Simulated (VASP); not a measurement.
Write the native input for VASP 6.6.1 that does the following.

```yaml
Task: single point
Functional: PBE
Potentials_or_basis: VASP PAW PBE potentials, release 64 (Ta_pv, Pb_d, O)
Cutoff: 520 eV
k_mesh: 4 × 4 × 4
Occupations: gaussian, width 0.1 eV
Spin: no spin polarisation
Dipole_correction: no
Further_INCAR_settings: ALGO = Normal; EDIFF = 1e-07; NBANDS = 34
```

The structure of Ta3PbO lies in POSCAR:

```
Ta3PbO
1.0
    5.0652311604      0.0000000000      0.0000000000
    0.0000000000      5.0652311604      0.0000000000
    0.0000000000      0.0000000000      5.2868449767
Ta Pb O
3 1 1
Direct
    0.0000000000      0.5000000000      0.5000000000
    0.5000000000      0.0000000000      0.5000000000
    0.5000000000      0.5000000000      0.0000000000
    0.5000000000      0.5000000000      0.5000000000
    0.0000000000      0.0000000000      0.5000000000
```

These files were run (other wordings do the same):

INCAR

```
SYSTEM = Ta3PbO
PREC = Accurate
ENCUT = 520
EDIFF = 1E-7
ISMEAR = 0
SIGMA = 0.1
LREAL = .FALSE.
LASPH = .TRUE.
NELM = 80
ALGO = Normal
ISIF = 2
LWAVE = .FALSE.
LCHARG = .FALSE.
GGA = PE
NBANDS = 34
```

KPOINTS

```
Automatic mesh
0
G
  4 4 4
  0 0 0
```

Potentials or basis: VASP PAW PBE potentials, release 64 (Ta_pv, Pb_d, O).

Launch:

```console
$ cat potpaw_PBE.64/Ta_pv/POTCAR potpaw_PBE.64/Pb_d/POTCAR potpaw_PBE.64/O/POTCAR > POTCAR
$ mpirun -np 1 vasp_std > vasp.out
```

It gave:

```yaml
Pressure: 0.0 GPa
```

Caveat: an odd number of electrons without spin polarisation forces a metal; a magnetic or distorted state may lie lower.

Run time: 41 s on 1 thread of Intel(R) Xeon(R) 6975P-C (Granite Rapids) (shared host), peak memory 0.28 GiB.
